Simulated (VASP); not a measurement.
# BN (P-6m2) in VASP: a series of runs

The runs below take BN through single point, with PBEsol.

Program: VASP 6.6.1. These are calculated values, not measurements. Logs are shortened: lines on timing, memory, paths and dates and some standing lists are left out, and cuts for length are marked.

## 1. The cell of the first run

It takes space group P-6m2 (No. 187, hexagonal). The conventional cell has a = 2.650 Å, b = 2.650 Å, c = 6.003 Å, α = 90.00°, β = 90.00°, γ = 120.00°. Within 2.0 Å of B (site symmetry -6m2) lie 3 N at 1.53 Å. B (site symmetry -6m2) has 3 N at 1.53 Å within 2.0 Å. Within 2.0 Å of N (site symmetry -6m2) lie 3 B at 1.53 Å. N (site symmetry -6m2) has 3 B at 1.53 Å within 2.0 Å.

## 2. Single point, PBEsol

INCAR

```
ALGO = Normal
EDIFF = 1E-6
ENCUT = 520
GGA = PS
ISIF = 2
ISMEAR = 0
LASPH = True
LCHARG = False
LREAL = False
LWAVE = False
NBANDS = 16
NELM = 80
PREC = Accurate
SIGMA = 0.05
```

KPOINTS

```
k-points
0
Gamma
  12 12 4
```

POSCAR

```
BN
1.0
    2.6497229315      0.0000000000      0.0000000000
   -1.3248614658      2.2947273717      0.0000000000
    0.0000000000      0.0000000000      6.0030514872
B N
2 2
Direct
    0.0000000000      0.0000000000      0.5000000000
    0.3333333333      0.6666666667      0.0000000000
    0.0000000000      0.0000000000      0.0000000000
    0.6666666667      0.3333333333      0.5000000000
```

Potentials or basis: VASP PAW PBE potentials, release 64 (B, N).

Launch:

```bash
cat potpaw_PBE.64/B/POTCAR potpaw_PBE.64/N/POTCAR > POTCAR
mpirun -np 1 vasp_std > vasp.out
```

OUTCAR:

```text
EDIFF = 1E-6
   ENCUT = 520
   GGA = PS
   ISIF = 2
   ISMEAR = 0
   LASPH = True
   LREAL = False
   NELM = 80
   PREC = Accurate

 ion  position               nearest neighbor table
   1  0.000  0.000  0.500-   4 1.53   4 1.53   4 1.53
   2  0.333  0.667  0.000-   3 1.53   3 1.53   3 1.53
   3  0.000  0.000  0.000-   2 1.53   2 1.53   2 1.53
   4  0.667  0.333  0.500-   1 1.53   1 1.53   1 1.53

  LATTYP: Found a hexagonal cell.
 ALAT       =     2.6497229315
 C/A-ratio  =     2.2655393195

  Lattice vectors:

 A1 = (   2.6497229315,   0.0000000000,   0.0000000000)
 A2 = (  -1.3248614658,   2.2947273717,   0.0000000000)
 A3 = (   0.0000000000,   0.0000000000,   6.0030514872)

Analysis of symmetry for initial positions (statically):
=====================================================================
 Subroutine PRICEL returns:
 Original cell was already a primitive cell.

 Routine SETGRP: Setting up the symmetry group for a
 hexagonal supercell.

 Subroutine GETGRP returns: Found 12 space group operations
 (whereof 12 operations were pure point group operations)
 out of a pool of 24 trial point group operations.

The static configuration has the point symmetry D_3h.

Analysis of symmetry for dynamics (positions and initial velocities):
=====================================================================
 Subroutine PRICEL returns:
 Original cell was already a primitive cell.

 Routine SETGRP: Setting up the symmetry group for a
 hexagonal supercell.

 Subroutine GETGRP returns: Found 12 space group operations
 (whereof 12 operations were pure point group operations)
 out of a pool of 24 trial point group operations.

The dynamic configuration has the point symmetry D_3h.

 Subroutine INISYM returns: Found 12 space group operations
 (whereof 12 operations are pure point group operations),
 and found     1 'primitive' translations

----------------------------------------------------------------------------------------

                                     Primitive cell

  volume of cell :      36.5009

  direct lattice vectors                    reciprocal lattice vectors
     2.649722931  0.000000000  0.000000000     0.377397949  0.217890808  0.000000000
    -1.324861466  2.294727372  0.000000000     0.000000000  0.435781615  0.000000000
     0.000000000  0.000000000  6.003051487     0.000000000  0.000000000  0.166581946

  length of vectors
     2.649722931  2.649722932  6.003051487     0.435781615  0.435781615  0.166581946

  position of ions in fractional coordinates (direct lattice)
     0.000000000  0.000000000  0.500000000
     0.333333333  0.666666667  0.000000000
     0.000000000  0.000000000  0.000000000
     0.666666667  0.333333333  0.500000000

  ion indices of the primitive-cell ions
   primitive index   ion index
                 1           1
                 2           2
                 3           3
                 4           4

----------------------------------------------------------------------------------------

 KPOINTS: k-points

Automatic generation of k-mesh.
 Grid dimensions read from file:
 generate k-points for:   12   12    4

 Generating k-lattice:

  Cartesian coordinates                     Fractional coordinates (reciprocal lattice)
     0.031449829  0.018157567  0.000000000     0.083333333  0.000000000  0.000000000
     0.000000000  0.036315135  0.000000000     0.000000000  0.083333333  0.000000000
     0.000000000  0.000000000  0.041645487     0.000000000  0.000000000  0.250000000

  Length of vectors
     0.036315135  0.036315135  0.041645487

  Shift w.r.t. Gamma in fractional coordinates (k-lattice)
     0.000000000  0.000000000  0.000000000

 Subroutine IBZKPT returns following result:
 ===========================================

 Found     57 irreducible k-points:

 Following reciprocal coordinates:
            Coordinates               Weight
  0.000000  0.000000  0.000000      1.000000
  0.083333  0.000000  0.000000      6.000000
  0.166667  0.000000  0.000000      6.000000
  0.250000  0.000000  0.000000      6.000000
  0.333333  0.000000  0.000000      6.000000
  0.416667 -0.000000  0.000000      6.000000
[... 16 lines left out ...]
  0.250000  0.000000  0.250000     12.000000
  0.333333  0.000000  0.250000     12.000000
 [... further k-points ...]
   k-points           NKPTS =     57   k-points in BZ     NKDIM =     57   number of bands    NBANDS=     16
   number of dos      NEDOS =    301   number of ions     NIONS =      4
   total plane-waves  NPLWV =  19200
   dimension x,y,z NGX =    20 NGY =   20 NGZ =   48
   dimension x,y,z NGXF=    40 NGYF=   40 NGZF=   96
   ions per type =               2   2
   NGX,Y,Z   is equivalent  to a cutoff of  12.55, 12.55, 13.29 a.u.
   NGXF,Y,Z  is equivalent  to a cutoff of  25.10, 25.10, 26.59 a.u.
 SYSTEM =  unknown system
   PREC   = accura    normal or accurate (medium, high low for compatibility)
   ISTART =      0    job   : 0-new  1-cont  2-samecut
   ICHARG =      2    charge: 1-file 2-atom 10-const
   ISPIN  =      1    spin polarized calculation?
   LNONCOLLINEAR =      F non collinear calculations
   LSORBIT =      F    spin-orbit coupling
   LASPH  =      T    aspherical Exc in radial PAW
   ENCUT  =  520.0 eV  38.22 Ry    6.18 a.u.   4.93  4.93 11.16*2*pi/ulx,y,z
   NELM   =     80;   NELMIN=  2; NELMDL= -5     # of ELM steps
   EDIFF  = 0.1E-05   stopping-criterion for ELM
   LREAL  =      F    real-space projection
   EDIFFG = 0.1E-04   stopping-criterion for IOM
   NSW    =      0    number of steps for IOM
   IBRION =     -1    ionic relax: 0-MD 1-quasi-New 2-CG
   NFREE  =      0    steps in history (QN), initial steepest desc. (CG)
   ISIF   =      2    stress and relaxation
   ISYM   =      2    0-nonsym 1-usesym 2-fastsym
   POTIM  = 0.5000    time-step for ionic-motion
   TEBEG  =    0.0;   TEEND  =   0.0 temperature during run
   PSTRESS=    0.0 pullay stress
   NELECT =      16.0000    total number of electrons
   NUPDOWN=      -1.0000    fix difference up-down
   EMIN   =  10.00;   EMAX   =-10.00  energy-range for DOS
   EFERMI =   0.00;   METHOD = LEGACY
   ISMEAR =     0;   SIGMA  =   0.05  broadening in eV -4-tet -1-fermi 0-gaus
   EFERMI_NEDOS =   21; number of points for ismear=-14 and -15
   IALGO  =     38    algorithm
   IMIX   =      4    mixing-type and parameters
     AMIX     =   0.40;   BMIX     =  1.00
     AMIX_MAG =   1.60;   BMIX_MAG =  1.00
  volume/ion in A,a.u.               =       9.13        61.58
  Fermi-wavevector in a.u.,A,eV,Ry     =   1.243599  2.350061 21.041925  1.546538
  Thomas-Fermi vector in A             =   2.377902
   LORBIT       =      0    0 simple, 1 ext, 2 COOP (PROOUT), +10 PAW based schemes
   GGA     = PS    functional components
   LHFCALC =     F    Hartree Fock is set to
   AEXX    =    0.0000 exact exchange contribution
   IVDW    =     0    specifies the selected vdW correction
   LEPSILON=     F    determine dielectric tensor
   LRPA    =     F    only Hartree local field effects (RPA)
 non-spin polarized calculation
 Gauss-broadening in eV      SIGMA  =   0.05
  energy-cutoff  :      520.00
  volume of cell :       36.50
 maximum number of plane-waves:      1011
 NGX is ok and might be reduce to    20

 number of electron      16.0000002 magnetization

 Free energy of the ion-electron system (eV)
  ---------------------------------------------------
  ext. energy  EPLUGINS =         0.00000000
  ---------------------------------------------------
  free energy    TOTEN  =       -35.82281788 eV

  energy without entropy =      -35.82281788  energy(sigma->0) =      -35.82281788

 E-fermi :   2.6656     XC(G=0): -10.6005

 val. band max:        2.4484336517   @ k =   0.3333   0.3333   0.5000
 cond. band min:       6.0804068872   @ k =   0.3333   0.3333   0.0000
 fundamental gap:      3.6319732355
 Fermi energy:         2.6656068408

 k-point     1 :       0.0000    0.0000    0.0000
  band No.  band energies     occupation
      1     -14.6836      2.00000
      2     -13.9894      2.00000
      3      -3.7108      2.00000
      4      -0.2090      2.00000
      5       0.7174      2.00000
      6       0.7174      2.00000
[... 8 lines left out ...]
     15      12.6802      0.00000
     16      13.6478      0.00000

 k-point     2 :       0.0833    0.0000    0.0000
  band No.  band energies     occupation
      1     -14.5617      2.00000
      2     -13.8758      2.00000
      3      -3.5438      2.00000
      4      -0.0768      2.00000
      5       0.1856      2.00000
      6       0.4791      2.00000
[... 8 lines left out ...]
     15      13.1810      0.00000
     16      13.2322      0.00000

 k-point     3 :       0.1667    0.0000    0.0000
  band No.  band energies     occupation
      1     -14.2032      2.00000
      2     -13.5429      2.00000
      3      -3.0484      2.00000
      4      -1.1363      2.00000
      5      -0.8227      2.00000
      6      -0.0464      2.00000
[... 8 lines left out ...]
     15      14.2246      0.00000
     16      14.5408      0.00000

 k-point     4 :       0.2500    0.0000    0.0000
  band No.  band energies     occupation
      1     -13.6344      2.00000
      2     -13.0201      2.00000
      3      -2.7806      2.00000
      4      -2.4286      2.00000
      5      -2.2435      2.00000
      6      -0.6772      2.00000
[... 8 lines left out ...]
     15      16.1397      0.00000
     16      16.4541      0.00000
[... 324 lines left out ...]
 k-point    22 :       0.1667    0.0000    0.2500
  band No.  band energies     occupation
      1     -14.1336      2.00000
      2     -13.6307      2.00000
      3      -2.6672      2.00000
      4      -1.1406      2.00000
      5      -0.8626      2.00000
      6      -0.2535      2.00000
[... 8 lines left out ...]
     15      14.2373      0.00000
     16      14.5196      0.00000

 k-point    23 :       0.2500    0.0000    0.2500
  band No.  band energies     occupation
      1     -13.5717      2.00000
      2     -13.0976      2.00000
      3      -2.7878      2.00000
      4      -2.5028      2.00000
      5      -1.7977      2.00000
      6      -0.6662      2.00000
[... 8 lines left out ...]
     15      16.1495      0.00000
     16      16.4317      0.00000

 k-point    24 :       0.3333    0.0000    0.2500
  band No.  band energies     occupation
      1     -12.8692      2.00000
      2     -12.4407      2.00000
      3      -4.3696      2.00000
      4      -4.0455      2.00000
      5      -1.2078      2.00000
      6      -0.9027      2.00000
[... 8 lines left out ...]
     15      18.1215      0.00000
     16      18.2475      0.00000

 [... further k-points ...]
[... 5 lines left out ...]
  --------------------------------------------------------------------------------------
  -------------------------------------------------------------------------------------
  Total      -11.8443854    -11.8443854      0.9247228      0.0000000      0.0000000      0.0000000
  in kB     -519.8995995   -519.8995995     40.5899494      0.0000000      0.0000000      0.0000000
  external PRESSURE =    -333.0697499 kB  Pullay stress =       0.0000000 kB

 VOLUME and BASIS-vectors are now :
 -----------------------------------------------------------------------------
  energy-cutoff  :      520.00
  volume of cell :       36.50
      direct lattice vectors                 reciprocal lattice vectors
     2.649722931  0.000000000  0.000000000     0.377397949  0.217890808  0.000000000
    -1.324861466  2.294727372  0.000000000     0.000000000  0.435781615  0.000000000
     0.000000000  0.000000000  6.003051487     0.000000000  0.000000000  0.166581946

 POSITION                                       TOTAL-FORCE (eV/Angst)
 -----------------------------------------------------------------------------------
      0.00000      0.00000      3.00153         0.000000      0.000000      0.000000
     -0.00000      1.52982      0.00000        -0.000000      0.000000      0.000000
      0.00000      0.00000      0.00000        -0.000000     -0.000000      0.000000
      1.32486      0.76491      3.00153        -0.000000      0.000000      0.000000
 -----------------------------------------------------------------------------------
    total drift:                               -0.000001      0.000001      0.000000

  FREE ENERGIE OF THE ION-ELECTRON SYSTEM (eV)
  ---------------------------------------------------
  free  energy   TOTEN  =       -35.8228178771 eV

  energy  without entropy=      -35.8228178771  energy(sigma->0) =      -35.82281788
```

It took 16 s on 1 thread of Intel Xeon 6975P-C (Granite Rapids), shared host; peak memory 0.15 GiB.

What came out:

```
Free energy            : -35.8228 eV
Pressure               : -33.3 GPa
Band gap on the k mesh : 3.63 eV, indirect (least direct gap 3.72 eV)
```

Stress tensor (GPa, compression positive):
```
-51.99   0.00   0.00
  0.00 -51.99   0.00
  0.00   0.00   4.06
```

Levels at points of the mesh, in eV from the valence-band top:
```
           k point  band 4  band 5  band 6  band 7  band 8  band 9  band 10  band 11  band 12  band 13
(0.00, 0.00, 0.00)   -2.66   -1.73   -1.73   -1.44   -1.44    5.30     9.61     9.88     9.91     9.91
(0.50, 0.00, 0.00)   -8.17   -4.15   -3.81   -1.65   -0.58    3.91     5.44     7.63     8.12    12.15
(0.00, 0.00, 0.50)   -4.54   -1.73   -1.73   -1.44   -1.44    7.61     7.75     9.95     9.95    10.18
(0.50, 0.00, 0.50)   -8.29   -4.12   -3.85   -1.05   -0.78    3.98     4.20     7.93     8.32    12.91
```

Caveat: the PAW data sets were made with another functional, which shifts forces and pressure a little; this functional lacks dispersion, which binds the layers, so the pressure and a relaxed spacing across them are unreliable.

## 3. Single point, PBEsol

This run uses another cell than the first one, of the same volume but with other edges.

INCAR

```
SYSTEM = BN
PREC = Accurate ; ENCUT = 520
EDIFF = 1E-7 ; ISMEAR = 0
SIGMA = 0.05 ; LREAL = .False.
LASPH = .True. ; NELM = 60
ALGO = Normal ; ISIF = 2
LWAVE = .False. ; LCHARG = .False.
GGA = PS ; NBANDS = 16
```

KPOINTS

```
Automatic mesh
0
Gamma
  12 12 4
  0 0 0
```

POSCAR

```
BN
1.0
    2.3619988990      0.0000000000      0.0000000000
   -1.1809994495      2.0455510502      0.0000000000
    0.0000000000      0.0000000000      7.5546372399
B N
2 2
Direct
    0.0000000000      0.0000000000      0.5000000000
    0.3333333333      0.6666666667      0.0000000000
    0.0000000000      0.0000000000      0.0000000000
    0.6666666667      0.3333333333      0.5000000000
```

Potentials or basis: VASP PAW PBE potentials, release 64 (B, N).

Launch:

```bash
cat potpaw_PBE.64/B/POTCAR potpaw_PBE.64/N/POTCAR > POTCAR
mpirun -np 1 vasp_std > vasp.out
```

Run time: 17 s. Hardware: 1 thread of Intel Xeon 6975P-C (Granite Rapids), shared host; peak memory 0.15 GiB.

It converged, with:

| Property | Result |
| --- | --- |
| Free energy | -35.6372 eV |
| Pressure | 47.9 GPa |
| Band gap on the k mesh | 4.31 eV, indirect (least direct gap 5.01 eV) |

Stress tensor (GPa, compression positive):
```
72.11  0.00  0.00
 0.00 72.11  0.00
 0.00  0.00 -0.51
```

Levels at points of the mesh, in eV from the valence-band top:
```tsv
k point	band 6	band 7	band 8	band 9	band 10	band 11
(0.00, 0.00, 0.00)	-1.09	-1.07	-1.07	4.31	8.63	12.76
(0.50, 0.00, 0.00)	-4.39	-1.26	-1.00	4.74	5.40	11.11
(0.00, 0.00, 0.50)	-1.09	-1.07	-1.07	6.05	6.06	13.05
(0.50, 0.00, 0.50)	-4.39	-1.13	-1.11	4.98	4.99	11.51
```

Caveat: the PAW data sets were made with another functional, which shifts forces and pressure a little; this functional lacks dispersion, which binds the layers, so the pressure and a relaxed spacing across them are unreliable.

## 4. Single point, PBEsol

This run uses another cell than the first one, of the same volume but with other edges.

INCAR

```
SYSTEM = BN
PREC = Accurate
ENCUT = 520
EDIFF = 1E-6
ISMEAR = 0
SIGMA = 0.05
LREAL = .FALSE.
LASPH = .TRUE.
NELM = 100
ALGO = Normal
ISIF = 2
LWAVE = .FALSE.
LCHARG = .FALSE.
GGA = PS
NBANDS = 16
```

KPOINTS

```
regular mesh
0
G
  12 12 4
  0 0 0
```

POSCAR

```
BN
1.0
    2.5807394684      0.0000000000      0.0000000000
   -1.2903697342      2.2349859402      0.0000000000
    0.0000000000      0.0000000000      6.3282651765
B N
2 2
Direct
    0.0000000000      0.0000000000      0.5000000000
    0.3333333333      0.6666666667      0.0000000000
    0.0000000000      0.0000000000      0.0000000000
    0.6666666667      0.3333333333      0.5000000000
```

Launch:

```bash
cat potpaw_PBE.64/B/POTCAR potpaw_PBE.64/N/POTCAR > POTCAR
mpirun -np 1 vasp_std > vasp.out
```

Run time: 15 s. Hardware: 1 thread of Intel Xeon 6975P-C (Granite Rapids), shared host; peak memory 0.15 GiB.

The run converged. Its results:

```
Free energy            : -36.3506 eV
Pressure               : -19.0 GPa
Band gap on the k mesh : 4.02 eV, indirect (least direct gap 4.07 eV)
```

Stress tensor (GPa, compression positive):
```
-29.43   0.00   0.00
  0.00 -29.43   0.00
  0.00   0.00   1.93
```

Levels at points of the mesh, in eV from the valence-band top:
```tsv
k point	band 5	band 6	band 7	band 8	band 9	band 10	band 11	band 12
(0.00, 0.00, 0.00)	-1.56	-1.56	-1.38	-1.38	5.19	10.09	10.64	10.64
(0.50, 0.00, 0.00)	-4.16	-3.95	-1.45	-0.62	4.06	5.41	8.56	8.80
(0.00, 0.00, 0.50)	-1.56	-1.56	-1.38	-1.38	7.63	7.70	10.66	10.66
(0.50, 0.00, 0.50)	-4.14	-3.97	-1.02	-0.85	4.27	4.39	8.80	9.01
```

Caveat: the PAW data sets were made with another functional, which shifts forces and pressure a little; this functional lacks dispersion, which binds the layers, so the pressure and a relaxed spacing across them are unreliable.

## 5. Summary

| cell | gap on the mesh (eV) | pressure (GPa) |
| --- | --- | --- |
| a = 2.650, b = 2.650, c = 6.003 Å, angles 90.0, 90.0, 120.0°, 4 atoms | 3.63 | -33.3 |
| a = 2.362, b = 2.362, c = 7.555 Å, angles 90.0, 90.0, 120.0°, 4 atoms | 4.31 | 47.9 |
| a = 2.581, b = 2.581, c = 6.328 Å, angles 90.0, 90.0, 120.0°, 4 atoms | 4.02 | -19.0 |

Alike in all rows: task single point; level PBEsol; potentials or basis VASP PAW PBE potentials, release 64 (B, N); no spin polarisation; k mesh 12 × 12 × 4; cutoff (eV) 520; smearing gaussian 0.05 eV.

Caveats: the PAW data sets were made with another functional, which shifts forces and pressure a little; this functional lacks dispersion, which binds the layers, so the pressure and a relaxed spacing across them are unreliable.

Total energies depend on the potentials used, so only differences within one code and one set of settings carry meaning.
